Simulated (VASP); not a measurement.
# HfO2 (CdI2 type) (P-3m1) in VASP: further runs, part 2 of 2

VASP 6.6.1. Earlier steps stand in the parts before.

## Step 4: Single point, PBE (12.27 Å³/atom)

This run uses another cell than the first one, of 12.27 Å³/atom.

The input, INCAR:

```
PREC = Accurate
ENCUT = 520
EDIFF = 1E-6
ISMEAR = -1
SIGMA = 0.08
LREAL = F
LASPH = T
NELM = 80
ALGO = Normal
ISIF = 2
LWAVE = F
LCHARG = F
GGA = PE
NBANDS = 18
```

The input, KPOINTS:

```
Automatic mesh
0
Gamma
  13 13 7
```

The input, POSCAR:

```
HfO2
1.0
    3.2022961113      0.0000000000      0.0000000000
   -1.6011480557      2.7732697828      0.0000000000
    0.0000000000      0.0000000000      4.1438700559
Hf O
1 2
Direct
    0.0000000000      0.0000000000      0.0000000000
    0.3333333333      0.6666666667      0.2339600721
    0.6666666667      0.3333333333      0.7660399279
```

Potentials or basis: VASP PAW PBE potentials, release 64 (Hf_pv, O).

Started as:

```console
> cat potpaw_PBE.64/Hf_pv/POTCAR potpaw_PBE.64/O/POTCAR > POTCAR
> mpirun -np 1 vasp_std > vasp.out
```

OUTCAR:

```text
PREC = Accurate
   ENCUT = 520
   EDIFF = 1E-6
   ISMEAR = -1
   LREAL = F
   LASPH = T
   NELM = 80
   ISIF = 2
   GGA = PE

 ion  position               nearest neighbor table
   1  0.000  0.000  0.000-   2 2.09   3 2.09   3 2.09   2 2.09   3 2.09   2 2.09
   2  0.333  0.667  0.234-   1 2.09   1 2.09   1 2.09
   3  0.667  0.333  0.766-   1 2.09   1 2.09   1 2.09

  LATTYP: Found a hexagonal cell.
 ALAT       =     3.2022961113
 C/A-ratio  =     1.2940308803

  Lattice vectors:

 A1 = (   3.2022961113,   0.0000000000,   0.0000000000)
 A2 = (  -1.6011480557,   2.7732697828,   0.0000000000)
 A3 = (   0.0000000000,   0.0000000000,   4.1438700559)

Analysis of symmetry for initial positions (statically):
=====================================================================
 Subroutine PRICEL returns:
 Original cell was already a primitive cell.

 Routine SETGRP: Setting up the symmetry group for a
 hexagonal supercell.

 Subroutine GETGRP returns: Found 12 space group operations
 (whereof 12 operations were pure point group operations)
 out of a pool of 24 trial point group operations.

The static configuration has the point symmetry D_3d.

Analysis of symmetry for dynamics (positions and initial velocities):
=====================================================================
 Subroutine PRICEL returns:
 Original cell was already a primitive cell.

 Routine SETGRP: Setting up the symmetry group for a
 hexagonal supercell.

 Subroutine GETGRP returns: Found 12 space group operations
 (whereof 12 operations were pure point group operations)
 out of a pool of 24 trial point group operations.

The dynamic configuration has the point symmetry D_3d.

 Subroutine INISYM returns: Found 12 space group operations
 (whereof 12 operations are pure point group operations),
 and found     1 'primitive' translations

----------------------------------------------------------------------------------------

[... 113 lines left out ...]
     AMIX     =   0.40;   BMIX     =  1.00
     AMIX_MAG =   1.60;   BMIX_MAG =  1.00
  volume/ion in A,a.u.               =      12.27        82.78
  Fermi-wavevector in a.u.,A,eV,Ry     =   1.379100  2.606121 25.877156  1.901917
  Thomas-Fermi vector in A             =   2.504101
   LORBIT       =      0    0 simple, 1 ext, 2 COOP (PROOUT), +10 PAW based schemes
   GGA     = PE    functional components
   LHFCALC =     F    Hartree Fock is set to
   AEXX    =    0.0000 exact exchange contribution
   IVDW    =     0    specifies the selected vdW correction
   LEPSILON=     F    determine dielectric tensor
   LRPA    =     F    only Hartree local field effects (RPA)
 non-spin polarized calculation
  energy-cutoff  :      520.00
  volume of cell :       36.80
 maximum number of plane-waves:      1005
   NGX = 11   NGY = 11   NGZ = 15

 number of electron      22.0000005 magnetization

 Free energy of the ion-electron system (eV)
  ---------------------------------------------------
  ext. energy  EPLUGINS =         0.00000000
  ---------------------------------------------------
  free energy    TOTEN  =       -29.60603517 eV

  energy without entropy =      -29.60603517  energy(sigma->0) =      -29.60603517

 E-fermi :   4.0032     XC(G=0): -11.0105

 val. band max:        2.3952216241   @ k =   0.0000   0.0000   0.0000
 cond. band min:       6.3081525108   @ k =   0.4615   0.0000   0.0000
 fundamental gap:      3.9129308867
 Fermi energy:         4.0031517038

 k-point     1 :       0.0000    0.0000    0.0000
  band No.  band energies     occupation
      1     -27.0085      2.00000
      2     -26.4973      2.00000
      3     -26.4973      2.00000
      4     -15.4634      2.00000
      5     -13.0910      2.00000
      6      -2.1858      2.00000
[... 481 lines left out ...]
      5     -13.2329      2.00000
      6      -2.0135      2.00000
[... 10 lines left out ...]
     17      12.8157      0.00000
     18      13.5692      0.00000

 [... further k-points ...]

------------------------ aborting loop because EDIFF is reached ----------------------------------------

  FORCE on cell =-STRESS in cart. coord.  units (eV):
  Direction    XX          YY          ZZ          XY          YZ          ZX
  --------------------------------------------------------------------------------------
  -------------------------------------------------------------------------------------
  Total        1.9353657      1.9353657      2.2460792     -0.0000000      0.0000000      0.0000000
  in kB       84.2585324     84.2585324     97.7858259     -0.0000000      0.0000000      0.0000000
  external PRESSURE =      88.7676302 kB  Pullay stress =       0.0000000 kB

 VOLUME and BASIS-vectors are now :
 -----------------------------------------------------------------------------
  energy-cutoff  :      520.00
  volume of cell :       36.80
      direct lattice vectors                 reciprocal lattice vectors
     3.202296111  0.000000000  0.000000000     0.312275931  0.180292593  0.000000000
    -1.601148056  2.773269783  0.000000000     0.000000000  0.360585186  0.000000000
     0.000000000  0.000000000  4.143870056     0.000000000  0.000000000  0.241320308

 POSITION                                       TOTAL-FORCE (eV/Angst)
 -----------------------------------------------------------------------------------
      0.00000      0.00000      0.00000        -0.000000     -0.000000     -0.000000
     -0.00000      1.84885      0.96950        -0.000000      0.000000     -0.209446
      1.60115      0.92442      3.17437         0.000000     -0.000000      0.209446
 -----------------------------------------------------------------------------------
    total drift:                               -0.000000      0.000000      0.000000

  FREE ENERGIE OF THE ION-ELECTRON SYSTEM (eV)
  ---------------------------------------------------
  free  energy   TOTEN  =       -29.6060351658 eV

  energy  without entropy=      -29.6060351657  energy(sigma->0) =      -29.60603517
```

OSZICAR:

```text
N       E                     dE             d eps       ncg     rms          rms(c)
DAV:   1     0.979615897413E+02    0.97962E+02   -0.12675E+04  4536   0.119E+03
DAV:   2    -0.303195415337E+02   -0.12828E+03   -0.12435E+03  5692   0.289E+02
DAV:   3    -0.349122754403E+02   -0.45927E+01   -0.45743E+01  5498   0.490E+01
DAV:   4    -0.349429015085E+02   -0.30626E-01   -0.30617E-01  5608   0.440E+00
DAV:   5    -0.349431683128E+02   -0.26680E-03   -0.26679E-03  5262   0.374E-01    0.590E+01
DAV:   6    -0.297719781956E+02    0.51712E+01   -0.20296E+01  4602   0.327E+01    0.495E+01
DAV:   7    -0.296371626917E+02    0.13482E+00   -0.99760E-01  4904   0.796E+00    0.303E+01
DAV:   8    -0.296186911082E+02    0.18472E-01   -0.19665E-01  4836   0.405E+00    0.795E+00
DAV:   9    -0.296055726776E+02    0.13118E-01   -0.31807E-02  4768   0.160E+00    0.302E+00
DAV:  10    -0.296059924354E+02   -0.41976E-03   -0.21498E-03  5832   0.367E-01    0.103E-01
DAV:  11    -0.296060109695E+02   -0.18534E-04   -0.10321E-04  5234   0.850E-02    0.329E-02
DAV:  12    -0.296060346604E+02   -0.23691E-04   -0.26822E-05  4860   0.362E-02    0.220E-02
DAV:  13    -0.296060351658E+02   -0.50545E-06   -0.81433E-07  4372   0.754E-03
   1 F= -.29606035E+02 E0= -.29606035E+02  d E =-.943804E-10
```

Wall time 70 s (1 thread of Intel Xeon 8259CL, shared host); peak memory 0.21 GiB.

Results:

```
Free energy            : -29.6060 eV
Pressure               : 8.9 GPa
Largest force          : 0.209 eV/Å
Band gap on the k mesh : 3.91 eV (least direct gap 4.73 eV)
```

Forces in eV/Å, atoms in the order of the input:
```
Hf   0.000  0.000  0.000
O    0.000  0.000 -0.209
O    0.000  0.000  0.209
```

Stress tensor (GPa, compression positive):
```
8.43 0.00 0.00
0.00 8.43 0.00
0.00 0.00 9.78
```

Caveat: the cell stands under pressure; spin-orbit coupling is left out, which moves the levels of the heavy elements; an odd mesh through Γ misses points on the zone boundary, where band edges can lie.

## Step 5: Single point, PBE (12.27 Å³/atom)

This run uses another cell than the first one, of 12.27 Å³/atom.

The input, INCAR:

```
SYSTEM = HfO2
ALGO = Normal
EDIFF = 1E-7
ENCUT = 520
GGA = PE
ISIF = 2
ISMEAR = -1
LASPH = .TRUE.
LCHARG = .FALSE.
LREAL = .FALSE.
LWAVE = .FALSE.
NBANDS = 18
NELM = 100
PREC = Accurate
SIGMA = 0.08
```

The input, KPOINTS:

```
k-points
0
G
  13 13 7
  0 0 0
```

POSCAR is that of step 4.

Started as:

```console
> cat potpaw_PBE.64/Hf_pv/POTCAR potpaw_PBE.64/O/POTCAR > POTCAR
> mpirun -np 1 vasp_std > vasp.out
```

Run time: 82 s. Hardware: 1 thread of Intel Xeon 8259CL, shared host; peak memory 0.21 GiB.

The run converged. Its results:

| Property | Result |
| --- | --- |
| Free energy | -29.6060 eV |
| Pressure | 8.9 GPa |
| Largest force | 0.209 eV/Å |
| Band gap on the k mesh | 3.91 eV (least direct gap 4.73 eV) |

Forces on the atoms (eV/Å):
```
Hf   0.000  0.000  0.000
O    0.000  0.000 -0.209
O    0.000  0.000  0.209
```

Stress tensor (GPa, compression positive):
```
8.41 0.00 0.00
0.00 8.41 0.00
0.00 0.00 9.76
```

Levels at points of the mesh, in eV from the valence-band top:
| k point | band 9 | band 10 | band 11 | band 12 | band 13 | band 14 |
| --- | --- | --- | --- | --- | --- | --- |
| (0.00, 0.00, 0.00) | -0.61 | -0.61 | 0.00 | 4.92 | 4.92 | 5.04 |

Caveat: the cell stands under pressure; spin-orbit coupling is left out, which moves the levels of the heavy elements; an odd mesh through Γ misses points on the zone boundary, where band edges can lie.

## Step 6: Single point, PBE (13.63 Å³/atom)

This run uses another cell than the first one, of 13.63 Å³/atom.

The input, INCAR:

```
PREC = Accurate
ENCUT = 520
EDIFF = 1E-6
ISMEAR = -1
SIGMA = 0.08
LREAL = F
LASPH = T
NELM = 100
ALGO = Normal
ISIF = 2
LWAVE = F
LCHARG = F
GGA = PE
NBANDS = 18
```

The input, KPOINTS:

```
Automatic mesh
0
Gamma
  13 13 7
```

The input, POSCAR:

```
HfO2
1.0
    3.2310772220      0.0000000000      0.0000000000
   -1.6155386110      2.7981949558      0.0000000000
    0.0000000000      0.0000000000      4.5226389583
Hf O
1 2
Direct
    0.0000000000      0.0000000000      0.0000000000
    0.3333333333      0.6666666667      0.2149580986
    0.6666666667      0.3333333333      0.7850419014
```

Potentials or basis: VASP PAW PBE potentials, release 64 (Hf_pv, O).

Started as:

```console
> cat potpaw_PBE.64/Hf_pv/POTCAR potpaw_PBE.64/O/POTCAR > POTCAR
> mpirun -np 1 vasp_std > vasp.out
```

Run time: 80 s. Hardware: 1 thread of Intel Xeon 8259CL, shared host; peak memory 0.22 GiB.

It converged, with:

| Item | Value |
| --- | --- |
| Free energy | -29.7748 eV |
| Pressure | 1.3 GPa |
| Largest force | 0.202 eV/Å |
| Band gap on the k mesh | 4.43 eV (least direct gap 4.84 eV) |

Forces on the atoms (eV/Å):
```
Hf   0.000  0.000  0.000
O    0.000  0.000 -0.202
O    0.000  0.000  0.202
```

Stress tensor (GPa, compression positive):
```
0.94 0.00 0.00
0.00 0.94 0.00
0.00 0.00 2.08
```

Levels at points of the mesh, in eV from the valence-band top:
| k point | band 8 | band 9 | band 10 | band 11 | band 12 | band 13 | band 14 | band 15 |
| --- | --- | --- | --- | --- | --- | --- | --- | --- |
| (0.00, 0.00, 0.00) | -3.75 | -0.36 | -0.36 | -0.03 | 5.07 | 5.07 | 5.17 | 7.77 |

Caveat: spin-orbit coupling is left out, which moves the levels of the heavy elements; an odd mesh through Γ misses points on the zone boundary, where band edges can lie.

## Step 7: The runs side by side

| cell | gap on the mesh (eV) | pressure (GPa) | largest force (eV/Å) |
| --- | --- | --- | --- |
| a = 3.139, b = 3.139, c = 3.714 Å, angles 90.0, 90.0, 120.0°, 3 atoms, atomic positions A | 3.07 | 34.6 | 0.22 |
| a = 3.202, b = 3.202, c = 4.144 Å, angles 90.0, 90.0, 120.0°, 3 atoms, atomic positions B | 3.91 | 8.9 | 0.21 |
| a = 3.231, b = 3.231, c = 4.523 Å, angles 90.0, 90.0, 120.0°, 3 atoms, atomic positions C | 4.43 | 1.3 | 0.20 |

Alike in all rows: task single point; level PBE; potentials or basis VASP PAW PBE potentials, release 64 (Hf_pv, O); no spin polarisation; k mesh 13 × 13 × 7; cutoff (eV) 520; smearing fermi-dirac 0.08 eV.

Caveats: spin-orbit coupling is left out, which moves the levels of the heavy elements; an odd mesh through Γ misses points on the zone boundary, where band edges can lie; the cell stands under pressure (at least some runs).

Total energies depend on the potentials used, so only differences within one code and one set of settings carry meaning.
